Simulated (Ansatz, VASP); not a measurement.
# Two plane-wave programs on Sr

File INCAR:

```
PREC = Accurate
ENCUT = 520
EDIFF = 1E-6
ISMEAR = 0
SIGMA = 0.03
LREAL = False
LASPH = True
NELM = 80
ALGO = Fast
ISIF = 2
LWAVE = False
LCHARG = False
GGA = PS
NBANDS = 11
```

KPOINTS

```
regular mesh
0
Gamma
  6 6 8
```

The input POSCAR:

```
Sr
1.0
   11.5992804724      0.0000000000      0.0000000000
   -5.7996402362     10.0452715548      0.0000000000
    0.0000000000      0.0000000000      3.9671393761
Sr
1
Direct
    0.0000000000      0.0000000000      0.0000000000
```

Input for Ansatz:

```yaml
crystal:
  lattice:
    - [11.5992804724, 0.0, 0.0]
    - [-5.7996402362, 10.0452715548, 0.0]
    - [0.0, 0.0, 3.9671393761]
  atoms:
    - { symbol: Sr, position: [0.0, 0.0, 0.0] }
basis:
  ecutwfc: 420
kpoints:
  mp_grid: { grid: [6, 6, 8] }
hamiltonian:
  xc: pbesol
scf:
  occupations: { method: gaussian, width: 0.03 }
output:
  forces: true
  stress: true
  eigenvalues: true
```

Alike in both runs: task single point; functional PBEsol; k mesh 6 × 6 × 8; occupations gaussian, width 0.03 eV; no spin polarisation.

|  | VASP | Ansatz |
| --- | --- | --- |
| version | VASP 6.6.1 | Ansatz 0.2.0 |
| potentials or method | VASP PAW PBE potentials, release 64 (Sr_sv), cutoff 520 eV | scalar-relativistic, plane waves, PAW |
| valence electrons in the cell | 10 | 10 |

Ansatz gave:

- gap on the k mesh at the Fermi level (eV): none
- pressure (GPa): 0.1
- traceless stress, the component that is largest in VASP (GPa): 0.14

What did VASP give for the same quantities?

gap on the k mesh at the Fermi level (eV): none; pressure (GPa): 0.1; traceless stress, the component that is largest in VASP (GPa): 0.15.

VASP's potentials were made for PBE, not for PBEsol. A gap of «none» marks a metal or a gap that the smearing closes.
